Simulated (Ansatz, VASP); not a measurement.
## One calculation of AlN, two programs

Contents of INCAR:

```
SYSTEM = AlN
ALGO = Normal
EDIFF = 1E-7
EDIFFG = -0.002
ENCUT = 600
GGA = CA
GGA_COMPAT = .False.
IBRION = 2
ISIF = 3
ISMEAR = 0
LASPH = .True.
LCHARG = .False.
LREAL = .False.
LWAVE = .False.
NELM = 120
NELMIN = 4
NSW = 100
PREC = Accurate
SIGMA = 0.02
```

KPOINTS

```
k-points
0
Gamma
  8 8 8
  0 0 0
```

File POSCAR:

```
AlN
1.0
    0.0000000000      2.0045623814      2.0045623814
    2.0045623814      0.0000000000      2.0045623814
    2.0045623814      2.0045623814      0.0000000000
Al N
1 1
Direct
    0.5000000000      0.5000000000      0.5000000000
    0.0000000000      0.0000000000      0.0000000000
```

Input for Ansatz:

```yaml
crystal:
  lattice:
    - [0.0, 2.0045623814, 2.0045623814]
    - [2.0045623814, 0.0, 2.0045623814]
    - [2.0045623814, 2.0045623814, 0.0]
  atoms:
    - { symbol: Al, position: [0.5, 0.5, 0.5] }
    - { symbol: "N", position: [0.0, 0.0, 0.0] }
basis:
  ecutwfc: 420
kpoints:
  mp_grid: { grid: [8, 8, 8] }
hamiltonian:
  xc: lda
  pseudopotentials: { kind: paw, azcp: { folder: soft_1 } }
scf:
  occupations: { method: gaussian, width: 0.02 }
output:
  forces: true
  stress: true
  eigenvalues: true
relax:
  adjacent_minimum: "off"
  f_tol: 0.002
  max_steps: 80
  cell: { stress_tol: 0.02 }
```

Alike in both runs: task relaxation of cell and atoms; functional LDA; k mesh 8 × 8 × 8; occupations gaussian, width 0.02 eV; no spin polarisation.

|  | VASP | Ansatz |
| --- | --- | --- |
| version | VASP 6.6.1 | Ansatz 0.2.0 |
| potentials or method | VASP PAW LDA potentials, release 64 (Al, N), cutoff 600 eV | scalar-relativistic, plane waves, PAW |
| valence electrons in the cell | 8 | 8 |

```tsv
	VASP	Ansatz	Ansatz less VASP
gap on the k mesh at the Fermi level, each at its own relaxed structure (eV)	4.67	4.71	+0.036
relaxed volume (Å³/atom)	8.08	8.06	-0.020
relaxed cell length with the largest relative difference (Å)	2.838	2.836	-0.0024
```

Ansatz warns that its potentials were made for another functional, while VASP's fit it. LDA's correlation is that of Perdew and Zunger in VASP and of Perdew and Wang (1992) in Ansatz.
